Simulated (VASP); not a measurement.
Write the native input for VASP 6.6.1 that does the following.

```yaml
Task: single point
Functional: LDA
Potentials_or_basis: VASP PAW LDA potentials, release 64 (C)
Cutoff: 520 eV
k_mesh: 8 × 8 × 3
Occupations: fermi-dirac, width 0.05 eV
Spin: no spin polarisation
Dipole_correction: no
Further_INCAR_settings: ALGO = Normal; EDIFF = 1e-06; NBANDS = 16
```

The structure of C lies in POSCAR:

```
C
1.0
    2.4449956252      0.0000000000      0.0000000000
   -1.2224978126      2.1174283235      0.0000000000
    0.0000000000      0.0000000000      6.6097685413
C
4
Direct
    0.0000000000      0.0000000000      0.2500000000
    1.0000000000      1.0000000000      0.7500000000
    0.3333333333      0.6666666667      0.2500000000
    0.6666666667      0.3333333333      0.7500000000
```

One way to write it, as run:

INCAR

```
  ALGO = Normal
  EDIFF = 1E-6
  ENCUT = 520
  ISIF = 2
  ISMEAR = -1
  LASPH = T
  LCHARG = F
  LREAL = F
  LWAVE = F
  NBANDS = 16
  NELM = 80
  PREC = Accurate
  SIGMA = 0.05
```

KPOINTS

```
k-points
0
Gamma
  8 8 3
```

Potentials or basis: VASP PAW LDA potentials, release 64 (C).

Launch:

```console
$ cat potpaw_LDA.64/C/POTCAR > POTCAR
$ mpirun -np 1 vasp_std > vasp.out
```

It gave:

```yaml
Pressure: 0.8 GPa
Band_gap_on_the_k_mesh: 1.75 eV, indirect (least direct gap 1.79 eV)
```

Wall time 5.6 s on 1 thread of AMD EPYC 7R13 Processor (Zen 3), with other jobs on the host, peak memory 0.09 GiB.
